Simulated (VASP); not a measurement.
# Y3Ge (Pm-3m) in VASP: a series of runs

The runs below take Y3Ge through relaxation of cell and atoms, single point, with PBE.

Program: VASP 6.6.1. These are calculated values, not measurements. Logs are shortened: lines on timing, memory, paths and dates and some standing lists are left out, and cuts for length are marked.

**1. The cell of the first run**

Symmetry: Pm-3m, No. 221, cubic system. Conventional cell: a = 4.574 Å, b = 4.574 Å, c = 4.574 Å, α = 90.00°, β = 90.00°, γ = 90.00°. Within 4.3 Å of Y (site symmetry 4/mmm) lie 8 Y at 3.23 Å and 4 Ge at 3.23 Å. Within 4.3 Å of Ge (site symmetry m-3m) lie 12 Y at 3.23 Å.

**2. Relaxation of cell and atoms, PBE**

File INCAR:

```
SYSTEM = Y3Ge
PREC = Accurate ; ENCUT = 600
EDIFF = 1E-6 ; ISMEAR = 0
SIGMA = 0.1 ; LREAL = .False.
LASPH = .True. ; NELM = 60
ALGO = Normal ; ISIF = 3
LWAVE = .False. ; LCHARG = .False.
GGA = PE ; IBRION = 2
NSW = 90 ; EDIFFG = -0.04
```

File KPOINTS:

```
regular mesh
0
Gamma
  4 4 4
  0 0 0
```

File POSCAR:

```
Y3Ge
1.0
    4.5735495076      0.0000000000      0.0000000000
    0.0000000000      4.5735495076      0.0000000000
    0.0000000000      0.0000000000      4.5735495076
Y Ge
3 1
Direct
    0.0000000000      0.5000000000      0.5000000000
    0.5000000000      0.0000000000      0.5000000000
    0.5000000000      0.5000000000      0.0000000000
    0.0000000000      0.0000000000      0.0000000000
```

Potentials or basis: VASP PAW PBE potentials, release 64 (Y_sv, Ge_d).

Launch:

```sh
> cat potpaw_PBE.64/Y_sv/POTCAR potpaw_PBE.64/Ge_d/POTCAR > POTCAR
> mpirun -np 1 vasp_std > vasp.out
```

OUTCAR:

```text
SYSTEM = Y3Ge
   PREC = Accurate
   ENCUT = 600
   EDIFF = 1E-6
   ISMEAR = 0
   LREAL = .False.
   LASPH = .True.
   NELM = 60
   ISIF = 3
   GGA = PE
   IBRION = 2
   NSW = 90
   EDIFFG = -0.04

 ion  position               nearest neighbor table
   1  0.000  0.500  0.500-   2 3.23   3 3.23   4 3.23   3 3.23   4 3.23   2 3.23   4 3.23   4 3.23
                             2 3.23   3 3.23   3 3.23   2 3.23
   2  0.500  0.000  0.500-   1 3.23   3 3.23   4 3.23   3 3.23   4 3.23   1 3.23   3 3.23   3 3.23
                             1 3.23   4 3.23   4 3.23   1 3.23
   3  0.500  0.500  0.000-   1 3.23   2 3.23   4 3.23   1 3.23   2 3.23   2 3.23   4 3.23   2 3.23
                             1 3.23   4 3.23   1 3.23   4 3.23
   4  0.000  0.000  0.000-   1 3.23   2 3.23   3 3.23   1 3.23   2 3.23   1 3.23   3 3.23   1 3.23
                             2 3.23   3 3.23   2 3.23   3 3.23

  LATTYP: Found a simple cubic cell.
 ALAT       =     4.5735495076

  Lattice vectors:

 A1 = (   4.5735495076,   0.0000000000,   0.0000000000)
 A2 = (   0.0000000000,   4.5735495076,   0.0000000000)
 A3 = (   0.0000000000,   0.0000000000,   4.5735495076)

Analysis of symmetry for initial positions (statically):
=====================================================================
 Subroutine PRICEL returns:
 Original cell was already a primitive cell.

 Routine SETGRP: Setting up the symmetry group for a
 simple cubic supercell.

 Subroutine GETGRP returns: Found 48 space group operations
 (whereof 48 operations were pure point group operations)
 out of a pool of 48 trial point group operations.

The static configuration has the point symmetry O_h .

Analysis of symmetry for dynamics (positions and initial velocities):
=====================================================================
 Subroutine PRICEL returns:
 Original cell was already a primitive cell.

 Routine SETGRP: Setting up the symmetry group for a
 simple cubic supercell.

 Subroutine GETGRP returns: Found 48 space group operations
 (whereof 48 operations were pure point group operations)
 out of a pool of 48 trial point group operations.

The dynamic configuration has the point symmetry O_h .

 Subroutine INISYM returns: Found 48 space group operations
 (whereof 48 operations are pure point group operations),
 and found     1 'primitive' translations

----------------------------------------------------------------------------------------

                                     Primitive cell

  volume of cell :      95.6666

  direct lattice vectors                    reciprocal lattice vectors
     4.573549508  0.000000000  0.000000000     0.218648557  0.000000000  0.000000000
     0.000000000  4.573549508  0.000000000     0.000000000  0.218648557  0.000000000
     0.000000000  0.000000000  4.573549508     0.000000000  0.000000000  0.218648557

  length of vectors
     4.573549508  4.573549508  4.573549508     0.218648557  0.218648557  0.218648557

  position of ions in fractional coordinates (direct lattice)
     0.000000000  0.500000000  0.500000000
     0.500000000  0.000000000  0.500000000
     0.500000000  0.500000000  0.000000000
     0.000000000  0.000000000  0.000000000

  ion indices of the primitive-cell ions
   primitive index   ion index
                 1           1
                 2           2
                 3           3
                 4           4

----------------------------------------------------------------------------------------

 KPOINTS: regular mesh

Automatic generation of k-mesh.
 Grid dimensions read from file:
 generate k-points for:    4    4    4

 Generating k-lattice:

  Cartesian coordinates                     Fractional coordinates (reciprocal lattice)
     0.054662139  0.000000000  0.000000000     0.250000000  0.000000000  0.000000000
     0.000000000  0.054662139  0.000000000     0.000000000  0.250000000  0.000000000
     0.000000000  0.000000000  0.054662139     0.000000000  0.000000000  0.250000000

  Length of vectors
     0.054662139  0.054662139  0.054662139

  Shift w.r.t. Gamma in fractional coordinates (k-lattice)
     0.000000000  0.000000000  0.000000000

 Subroutine IBZKPT returns following result:
 ===========================================

 Found     10 irreducible k-points:

 Following reciprocal coordinates:
            Coordinates               Weight
  0.000000  0.000000  0.000000      1.000000
  0.250000  0.000000  0.000000      6.000000
  0.500000  0.000000  0.000000      3.000000
  0.250000  0.250000  0.000000     12.000000
  0.500000  0.250000  0.000000     12.000000
  0.500000  0.500000  0.000000      3.000000
  0.250000  0.250000  0.250000      8.000000
  0.500000  0.250000  0.250000     12.000000
  0.500000  0.500000  0.250000      6.000000
  0.500000  0.500000  0.500000      1.000000
   k-points           NKPTS =     10   k-points in BZ     NKDIM =     10   number of bands    NBANDS=     28
   number of dos      NEDOS =    301   number of ions     NIONS =      4
   total plane-waves  NPLWV =  64000
   dimension x,y,z NGX =    40 NGY =   40 NGZ =   40
   dimension x,y,z NGXF=    80 NGYF=   80 NGZF=   80
   ions per type =               3   1
   NGX,Y,Z   is equivalent  to a cutoff of  14.54, 14.54, 14.54 a.u.
   NGXF,Y,Z  is equivalent  to a cutoff of  29.08, 29.08, 29.08 a.u.
 SYSTEM =  Y3Ge
   PREC   = accura    normal or accurate (medium, high low for compatibility)
   ISTART =      0    job   : 0-new  1-cont  2-samecut
   ICHARG =      2    charge: 1-file 2-atom 10-const
   ISPIN  =      1    spin polarized calculation?
   LNONCOLLINEAR =      F non collinear calculations
   LSORBIT =      F    spin-orbit coupling
   LASPH  =      T    aspherical Exc in radial PAW
   ENCUT  =  600.0 eV  44.10 Ry    6.64 a.u.   9.13  9.13  9.13*2*pi/ulx,y,z
   NELM   =     60;   NELMIN=  2; NELMDL= -5     # of ELM steps
   EDIFF  = 0.1E-05   stopping-criterion for ELM
   LREAL  =      F    real-space projection
   EDIFFG = -.4E-01   stopping-criterion for IOM
   NSW    =     90    number of steps for IOM
   IBRION =      2    ionic relax: 0-MD 1-quasi-New 2-CG
   NFREE  =      1    steps in history (QN), initial steepest desc. (CG)
   ISIF   =      3    stress and relaxation
   ISYM   =      2    0-nonsym 1-usesym 2-fastsym
   POTIM  = 0.5000    time-step for ionic-motion
   TEBEG  =    0.0;   TEEND  =   0.0 temperature during run
   PSTRESS=    0.0 pullay stress
   NELECT =      47.0000    total number of electrons
   NUPDOWN=      -1.0000    fix difference up-down
   EMIN   =  10.00;   EMAX   =-10.00  energy-range for DOS
   EFERMI =   0.00;   METHOD = LEGACY
   ISMEAR =     0;   SIGMA  =   0.10  broadening in eV -4-tet -1-fermi 0-gaus
   EFERMI_NEDOS =   21; number of points for ismear=-14 and -15
   IALGO  =     38    algorithm
   IMIX   =      4    mixing-type and parameters
     AMIX     =   0.40;   BMIX     =  1.00
     AMIX_MAG =   1.60;   BMIX_MAG =  1.00
  volume/ion in A,a.u.               =      23.92       161.40
  Fermi-wavevector in a.u.,A,eV,Ry     =   1.291777  2.441104 22.703861  1.668687
  Thomas-Fermi vector in A             =   2.423526
   LORBIT       =      0    0 simple, 1 ext, 2 COOP (PROOUT), +10 PAW based schemes
   GGA     = PE    functional components
   LHFCALC =     F    Hartree Fock is set to
   AEXX    =    0.0000 exact exchange contribution
   IVDW    =     0    specifies the selected vdW correction
   LEPSILON=     F    determine dielectric tensor
   LRPA    =     F    only Hartree local field effects (RPA)
 conjugate gradient relaxation of ions
 non-spin polarized calculation
 Gauss-broadening in eV      SIGMA  =   0.10
  energy-cutoff  :      600.00
  volume of cell :       95.67
 maximum number of plane-waves:      3218
 NGX is ok and might be reduce to    40

--------------------------------------- Ionic step        1  -------------------------------------------

 number of electron      47.0000011 magnetization

 Free energy of the ion-electron system (eV)
  ---------------------------------------------------
  ext. energy  EPLUGINS =         0.00000000
  ---------------------------------------------------
  free energy    TOTEN  =       -24.93592484 eV

  energy without entropy =      -24.90389351  energy(sigma->0) =      -24.91990917

------------------------ aborting loop because EDIFF is reached ----------------------------------------

  FORCE on cell =-STRESS in cart. coord.  units (eV):
  Direction    XX          YY          ZZ          XY          YZ          ZX
  --------------------------------------------------------------------------------------
  -------------------------------------------------------------------------------------
  Total        3.0759676      3.0759676      3.0759676     -0.0000000     -0.0000000      0.0000000
  in kB       51.5148195     51.5148195     51.5148195     -0.0000000     -0.0000000      0.0000000
  external PRESSURE =      51.5148195 kB  Pullay stress =       0.0000000 kB
[... 61 lines left out ...]
  energy  without entropy=      -25.0186160282  energy(sigma->0) =      -25.03309405

--------------------------------------- Ionic step        3  -------------------------------------------

 number of electron      46.9999982 magnetization

 Free energy of the ion-electron system (eV)
  ---------------------------------------------------
  ext. energy  EPLUGINS =         0.00000000
  ---------------------------------------------------
  free energy    TOTEN  =       -25.05979452 eV

  energy without entropy =      -25.03018526  energy(sigma->0) =      -25.04498989

 E-fermi :   4.4411     XC(G=0): -10.2275

 val. band max:        4.4261715806   @ k =   0.5000   0.2500   0.0000
 cond. band min:       4.4750783354   @ k =   0.2500   0.2500   0.0000
 fundamental gap:      0.0489067548
 Fermi energy:         4.4411269385

 k-point     1 :       0.0000    0.0000    0.0000
  band No.  band energies     occupation
      1     -38.2496      2.00000
      2     -38.0863      2.00000
      3     -38.0863      2.00000
      4     -19.6540      2.00000
      5     -19.6540      2.00000
      6     -19.6540      2.00000
[... 330 lines left out ...]
  FREE ENERGIE OF THE ION-ELECTRON SYSTEM (eV)
  ---------------------------------------------------
  free  energy   TOTEN  =       -25.0597945178 eV

  energy  without entropy=      -25.0301852649  energy(sigma->0) =      -25.04498989

 reached required accuracy - stopping structural energy minimisation
```

Run time: 2.2 min. Hardware: 1 thread of Oxide Virtual Turin-like, shared host; peak memory 0.23 GiB.

What came out:

| Item | Value |
| --- | --- |
| Free energy | -25.0598 eV |
| Relaxed volume | 25.97 Å³/atom |
| Relaxed cell | a = 4.701 Å, b = 4.701 Å, c = 4.701 Å, α = 90.00°, β = 90.00°, γ = 90.00° |
| Space group after relaxing (to 0.05 Å) | Pm-3m (No. 221) |
| Energy gained by relaxing | 31.0 meV/atom |
| Ionic steps | 3 |
| Pressure after relaxing | 0.0 GPa |

The path:
```csv
step,energy change (eV),largest force (eV/Å),pressure (GPa),volume (Å³)
1,0.0000,0.0000,5.15,95.67
2,-0.1116,0.0000,-1.35,106.71
3,-0.1239,0.0000,0.02,103.87
```

Final structure:
```yaml
crystal:
  lattice:
    - [4.70073, 0.00000, 0.00000]
    - [0.00000, 4.70073, 0.00000]
    - [0.00000, 0.00000, 4.70073]
  atoms:
    - { symbol: Y, position: [0.00000, 0.50000, 0.50000] }
    - { symbol: Y, position: [0.50000, 0.00000, 0.50000] }
    - { symbol: Y, position: [0.50000, 0.50000, 0.00000] }
    - { symbol: Ge, position: [0.00000, 0.00000, 0.00000] }
```

**3. Single point, PBE**

This run uses another cell than the first one, of 25.87 Å³/atom, 1.082 times its volume.

File INCAR:

```
ALGO = Fast
EDIFF = 1E-6
ENCUT = 520
GGA = PE
ISIF = 2
ISMEAR = 0
LASPH = T
LCHARG = T
LELF = T
LREAL = F
LVHAR = T
LWAVE = F
NBANDS = 32
NELM = 80
PREC = Accurate
SIGMA = 0.1
```

File KPOINTS:

```
k-points
0
Gamma
  10 10 10
```

File POSCAR:

```
Y3Ge
1.0
    4.6947030734      0.0000000000      0.0000000000
    0.0000000000      4.6947030734      0.0000000000
    0.0000000000      0.0000000000      4.6947030734
Y Ge
3 1
Direct
    0.0000000000      0.5000000000      0.5000000000
    0.5000000000      0.0000000000      0.5000000000
    0.5000000000      0.5000000000      0.0000000000
    0.0000000000      0.0000000000      0.0000000000
```

Potentials or basis: VASP PAW PBE potentials, release 64 (Y_sv, Ge_d).

Launch:

```sh
> cat potpaw_PBE.64/Y_sv/POTCAR potpaw_PBE.64/Ge_d/POTCAR > POTCAR
> mpirun -np 1 vasp_std > vasp.out
```

It took 9.4 min on 1 thread of Oxide Virtual Turin-like, shared host; peak memory 0.3 GiB.

It converged, with:

```yaml
Free_energy: -25.0739 eV
Pressure: -0.1 GPa
```

Levels at points of the mesh, in eV from the Fermi level:
```
           k point  band 22  band 23  band 24  band 25  band 26  band 27
(0.00, 0.00, 0.00)    -0.75    -0.75    -0.75    -0.45    -0.45    -0.45
(0.50, 0.00, 0.00)    -1.68    -0.21     0.24     1.20     1.20     1.45
(0.50, 0.50, 0.00)    -0.91     0.19     0.19     0.30     1.36     1.36
(0.50, 0.50, 0.50)    -1.62    -1.62    -1.62     1.41     1.59     1.59
```

**4. Relaxation of cell and atoms, PBE**

This run uses another cell than the first one, of 26.14 Å³/atom, 1.093 times its volume.

File INCAR:

```
SYSTEM = Y3Ge
PREC     = Accurate       ! precision mode
ENCUT    = 600            ! plane-wave cutoff, eV
EDIFF    = 1E-7           ! SCF threshold, eV
ISMEAR   = 0              ! smearing method
SIGMA    = 0.1            ! smearing width, eV
LREAL    = .False.        ! projectors in reciprocal space
LASPH    = .True.         ! aspherical terms in the spheres
NELM     = 80             ! most SCF steps
ALGO     = Fast           ! electronic algorithm
ISIF     = 3              ! what is computed and relaxed
LWAVE    = .False.        ! write WAVECAR
LCHARG   = .False.        ! write CHGCAR
GGA      = PE             ! functional
IBRION   = 2              ! ionic algorithm
NSW      = 100            ! ionic steps
EDIFFG   = -0.01          ! ionic threshold
```

File KPOINTS:

```
Automatic mesh
0
Gamma
  10 10 10
  0 0 0
```

File POSCAR:

```
Y3Ge
1.0
    4.7108332761      0.0000000000      0.0000000000
    0.0000000000      4.7108332761      0.0000000000
    0.0000000000      0.0000000000      4.7108332761
Y Ge
3 1
Direct
    0.0000000000      0.5000000000      0.5000000000
    0.5000000000      0.0000000000      0.5000000000
    0.5000000000      0.5000000000      0.0000000000
    0.0000000000      0.0000000000      0.0000000000
```

Launch:

```sh
> cat potpaw_PBE.64/Y_sv/POTCAR potpaw_PBE.64/Ge_d/POTCAR > POTCAR
> mpirun -np 1 vasp_std > vasp.out
```

Wall time 49 min (1 thread of Oxide Virtual Turin-like, shared host); peak memory 0.37 GiB.

Results (log left out):

```
Free energy                            : -25.0744 eV
Relaxed volume                         : 25.82 Å³/atom
Relaxed cell                           : a = 4.692 Å, b = 4.692 Å, c = 4.692 Å, α = 90.00°, β = 90.00°, γ = 90.00°
Space group after relaxing (to 0.05 Å) : Pm-3m (No. 221)
Energy gained by relaxing              : 0.6 meV/atom
Ionic steps                            : 3
Pressure after relaxing                : 0.0 GPa
```

The path:
| step | energy change (eV) | largest force (eV/Å) | pressure (GPa) | volume (Å³) |
| --- | --- | --- | --- | --- |
| 1 | 0.0000 | 0.0000 | -0.59 | 104.54 |
| 2 | -0.0023 | 0.0000 | 0.11 | 103.10 |
| 3 | -0.0024 | 0.0000 | 0.01 | 103.30 |

Final structure:
```yaml
crystal:
  lattice:
    - [4.69209, 0.00000, 0.00000]
    - [0.00000, 4.69209, 0.00000]
    - [0.00000, 0.00000, 4.69209]
  atoms:
    - { symbol: Y, position: [0.00000, 0.50000, 0.50000] }
    - { symbol: Y, position: [0.50000, 0.00000, 0.50000] }
    - { symbol: Y, position: [0.50000, 0.50000, 0.00000] }
    - { symbol: Ge, position: [0.00000, 0.00000, 0.00000] }
```

Levels at points of the mesh, in eV from the Fermi level:
```csv
k point,band 22,band 23,band 24,band 25,band 26,band 27
"(0.00, 0.00, 0.00)",-0.75,-0.75,-0.75,-0.45,-0.45,-0.45
"(0.50, 0.50, 0.50)",-1.62,-1.62,-1.62,1.42,1.59,1.59
```

**5. Overview**

| task | cell | k mesh | cutoff (eV) | gap on the mesh (eV) | pressure (GPa) | relaxed volume (Å³/atom) |
| --- | --- | --- | --- | --- | --- | --- |
| relaxation of cell and atoms | relaxed from a = 4.574 Å, 4 atoms | 4 × 4 × 4 | 600 | none | 0.0 | 25.97 |
| single point | a = 4.695 Å, 4 atoms | 10 × 10 × 10 | 520 | none | -0.1 | - |
| relaxation of cell and atoms | relaxed from a = 4.711 Å, 4 atoms | 10 × 10 × 10 | 600 | none | 0.0 | 25.82 |

Alike in all rows: level PBE; potentials or basis VASP PAW PBE potentials, release 64 (Y_sv, Ge_d); no spin polarisation; smearing gaussian 0.1 eV.

Total energies depend on the potentials used, so only differences within one code and one set of settings carry meaning.
